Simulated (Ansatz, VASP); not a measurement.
## One calculation of Hf, two programs

Contents of INCAR:

```
  PREC = Accurate
  ENCUT = 520
  EDIFF = 1E-6
  ISMEAR = -1
  SIGMA = 0.03
  LREAL = F
  LASPH = T
  NELM = 60
  ALGO = Normal
  ISIF = 2
  LWAVE = F
  LCHARG = T
  LELF = T
  LVHAR = T
  NBANDS = 11
```

KPOINTS

```
regular mesh
0
Gamma
  13 13 13
```

The input POSCAR:

```
Hf
1.0
    0.0000000000      2.2644000000      2.2200000000
    2.2644000000      0.0000000000      2.2200000000
    2.2644000000      2.2644000000      0.0000000000
Hf
1
Direct
    0.0000000000      0.0000000000      0.0000000000
```

Input for Ansatz:

```yaml
crystal:
  lattice:
    - [0.0, 2.2644, 2.22]
    - [2.2644, 0.0, 2.22]
    - [2.2644, 2.2644, 0.0]
  atoms:
    - { symbol: Hf, position: [0.0, 0.0, 0.0] }
kpoints:
  mp_grid: { grid: [13, 13, 13] }
  band_path:
    path:
      - [0.0, 0.0, 0.0]
      - [0.0, 0.5, 0.5]
      - [0.25, 0.75, 0.5]
      - [0.0, 0.5, 0.0]
      - [0.0, 0.0, 0.0]
      - [0.5, 0.5, 0.0]
      - [0.38005, 0.61995, 0.0]
      - [-0.38005, 0.38005, 0.0]
      - [0.0, 0.0, 0.0]
    npoints: 5
scf:
  occupations: { method: fermi_dirac, width: 0.03 }
hamiltonian:
  xc: lda
  pseudopotentials: { kind: all_electron, lapw: { basis_error: 0.001 } }
output:
  forces: true
  stress: true
  eigenvalues: true
```

Change from the starting cell: equal xx and yy strain of +2 %.

Alike in both runs: task single point; functional LDA; k mesh 13 × 13 × 13; occupations fermi-dirac, width 0.03 eV; no spin polarisation.

|  | VASP | Ansatz |
| --- | --- | --- |
| version | VASP 6.6.1 | Ansatz 0.2.0 |
| potentials or method | VASP PAW LDA potentials, release 64 (Hf_pv), cutoff 520 eV | all-electron LAPW, scalar-relativistic |

|  | VASP | Ansatz | Ansatz less VASP |
| --- | --- | --- | --- |
| pressure (GPa) | -9.2 | -9.1 | +0.03 |
| traceless stress, the component that is largest in VASP (GPa) | 0.32 | 0.32 | +0.004 |

LDA's correlation is that of Perdew and Zunger in VASP and of Perdew and Wang (1992) in Ansatz. Ansatz ran all-electron here, and VASP with PAW potentials.

Neither program's run includes spin-orbit coupling.
